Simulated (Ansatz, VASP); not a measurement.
## BN in VASP and in Ansatz

INCAR

```
ALGO = Normal
EDIFF = 1E-6
ENCUT = 520
GGA = PE
ISIF = 2
ISMEAR = 0
LASPH = True
LCHARG = True
LELF = True
LREAL = False
LVHAR = True
LWAVE = False
NBANDS = 16
NELM = 80
PREC = Accurate
SIGMA = 0.02
```

Contents of KPOINTS:

```
k-points
0
Gamma
  12 12 4
```

POSCAR

```
BN
1.0
    2.4456671122      0.0103411933      0.0024848984
   -1.2138778200      2.1231861701      0.0024746160
    0.0066231000      0.0114399000      6.6348075000
B N
2 2
Direct
   -0.0049111789      0.0049111789      0.5000000000
    0.3531548447      0.6468451553      0.0000000000
    0.0033550756     -0.0033550756      0.0000000000
    0.6484012586      0.3515987414      0.5000000000
```

Input for Ansatz:

```yaml
crystal:
  lattice:
    - [2.4456671122, 0.0103411933, 0.0024848984]
    - [-1.21387782, 2.1231861701, 0.002474616]
    - [0.0066231, 0.0114399, 6.6348075]
  atoms:
    - { symbol: B, position: [-0.0049111789, 0.0049111789, 0.5] }
    - { symbol: B, position: [0.3531548447, 0.6468451553, 0.0] }
    - { symbol: "N", position: [0.0033550756, -0.0033550756, 0.0] }
    - { symbol: "N", position: [0.6484012586, 0.3515987414, 0.5] }
basis:
  ecutwfc: 420
kpoints:
  mp_grid: { grid: [12, 12, 4] }
hamiltonian:
  xc: pbe
scf:
  occupations: { method: gaussian, width: 0.02 }
output:
  forces: true
  stress: true
  eigenvalues: true
```

Alike in both runs: task single point; functional PBE; k mesh 12 × 12 × 4; occupations gaussian, width 0.02 eV; no spin polarisation.

|  | VASP | Ansatz |
| --- | --- | --- |
| version | VASP 6.6.1 | Ansatz 0.2.0 |
| potentials or method | VASP PAW PBE potentials, release 64 (B, N), cutoff 520 eV | scalar-relativistic, plane waves, PAW |
| valence electrons in the cell | 16 | 16 |

```csv
,VASP,Ansatz,Ansatz less VASP
gap on the k mesh at the Fermi level (eV),4.31,4.32,+0.008
least direct gap on the mesh (eV),4.68,4.68,+0.003
pressure (GPa),21.5,21.4,-0.05
"traceless stress, the component that is largest in VASP (GPa)",-18.67,-18.47,+0.203
rms of the force components (eV/Å),1.533,1.540,+0.0071
```

Atom by atom the forces differ by 0.007 eV/Å (rms over components). With one functional, cell and mesh, what is left measures potentials, basis and numerics. Ansatz's warnings: near symmetry operations not taken.
